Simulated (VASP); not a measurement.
A run of VASP 6.6.1 is set up as follows.

File INCAR:

```
PREC = Accurate ; ENCUT = 600
EDIFF = 1E-6 ; ISMEAR = -1
SIGMA = 0.02 ; LREAL = False
LASPH = True ; NELM = 60
ALGO = Normal ; ISIF = 3
LWAVE = False ; LCHARG = False
IBRION = 2 ; NSW = 80
EDIFFG = -0.005
```

File KPOINTS:

```
regular mesh
0
Gamma
  12 12 4
```

POSCAR

```
SiC
1.0
    3.0918273337      0.0000000000      0.0000000000
   -1.5459136669      2.6776010151      0.0000000000
    0.0000000000      0.0000000000      5.0742732797
Si C
2 2
Direct
    0.3333333333      0.6666666667     -0.0004133941
    0.6666666667      0.3333333333      0.4995866059
    0.3333333333      0.6666666667      0.3754133941
    0.6666666667      0.3333333333      0.8754133941
```

Potentials or basis: VASP PAW LDA potentials, release 64 (Si, C).

The run is started by

```sh
$ cat potpaw_LDA.64/Si/POTCAR potpaw_LDA.64/C/POTCAR > POTCAR
$ mpirun -np 1 vasp_std > vasp.out
```

Question: What does it give for the relaxed cell?

Answer: a = 3.057 Å, b = 3.057 Å, c = 5.018 Å, α = 90.00°, β = 90.00°, γ = 120.00°.

Question: Estimate the band gap on the k mesh.

Answer: 2.12 eV, indirect (least direct gap 3.91 eV).

Question: What does it give for the relaxed volume?

Answer: 10.15 Å³/atom.

Question: Predict the space group after relaxing (to 0.05 Å).

Answer: P6_3mc (No. 186).

Final structure:
```cif
data_structure
_symmetry_space_group_name_H-M 'P 1'
_symmetry_Int_Tables_number 1
_cell_length_a 3.0574
_cell_length_b 3.0574
_cell_length_c 5.0176
_cell_angle_alpha 90.000
_cell_angle_beta 90.000
_cell_angle_gamma 120.000
_cell_volume 40.62
loop_
_atom_site_label
_atom_site_type_symbol
_atom_site_fract_x
_atom_site_fract_y
_atom_site_fract_z
_atom_site_occupancy
Si1 Si 0.33333 0.66667 0.99960 1
Si2 Si 0.66667 0.33333 0.49960 1
C1 C 0.33333 0.66667 0.37540 1
C2 C 0.66667 0.33333 0.87540 1
```

A k mesh can miss the band edges.
